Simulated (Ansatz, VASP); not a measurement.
This is a calculation of AlIn for Ansatz 0.2.0.

The input input.yaml:

```yaml
crystal:
  lattice:
    - [3.0336318656, 0.0, 0.0]
    - [-1.5168208992, 2.6272080557, 0.0]
    - [0.0, 0.0, 5.7889045932]
  atoms:
    - { symbol: Al, position: [0.0, 0.0, 0.0] }
    - { symbol: In, position: [0.0, 0.0, 0.5] }
kpoints:
  mp_grid: { grid: [10, 10, 5] }
scf:
  occupations: { method: fermi_dirac, width: 0.05 }
hamiltonian:
  xc: pbe
  pseudopotentials: { kind: all_electron, lapw: { basis_error: 0.0005 } }
output:
  forces: true
  stress: true
  eigenvalues: true
```

Potentials or basis: all-electron LAPW, scalar-relativistic.

Command:

```console
$ ansatz run input.yaml --threads 1 --pin off --max-ram 3072MiB --backend cpu --events-out ev --progress --plain --runs-dir out
```

Problem. Translate it to VASP 6.6.1. Potentials there: VASP PAW PBE potentials, release 64 (Al, In_d).

Solution. As run (the cutoff follows the program's own potentials):

The input INCAR:

```
SYSTEM = AlIn
  PREC = Accurate
  ENCUT = 520
  EDIFF = 1E-7
  ISMEAR = -1
  SIGMA = 0.05
  LREAL = .False.
  LASPH = .True.
  NELM = 100
  ALGO = Normal
  ISIF = 2
  LWAVE = .False.
  LCHARG = .False.
  GGA = PE
  NBANDS = 15
```

KPOINTS

```
regular mesh
0
Gamma
  10 10 5
  0 0 0
```

Contents of POSCAR:

```
AlIn
1.0
    3.0336318656      0.0000000000      0.0000000000
   -1.5168208992      2.6272080557      0.0000000000
    0.0000000000      0.0000000000      5.7889045932
Al In
1 1
Direct
    0.0000000000      0.0000000000      0.0000000000
    0.0000000000      0.0000000000      0.5000000000
```

Potentials or basis: VASP PAW PBE potentials, release 64 (Al, In_d).

The run is started by

```console
$ cat potpaw_PBE.64/Al/POTCAR potpaw_PBE.64/In_d/POTCAR > POTCAR
$ mpirun -np 1 vasp_std > vasp.out
```

Both were run:

|  | VASP | Ansatz | Ansatz less VASP |
| --- | --- | --- | --- |
| gap on the k mesh at the Fermi level (eV) | none | none | - |
| pressure (GPa) | 0.9 | 0.9 | +0.03 |
| traceless stress, the component that is largest in VASP (GPa) | -0.75 | -0.74 | +0.013 |

A gap of «none» marks a metal or a gap that the smearing closes. Ansatz ran all-electron here, and VASP with PAW potentials.
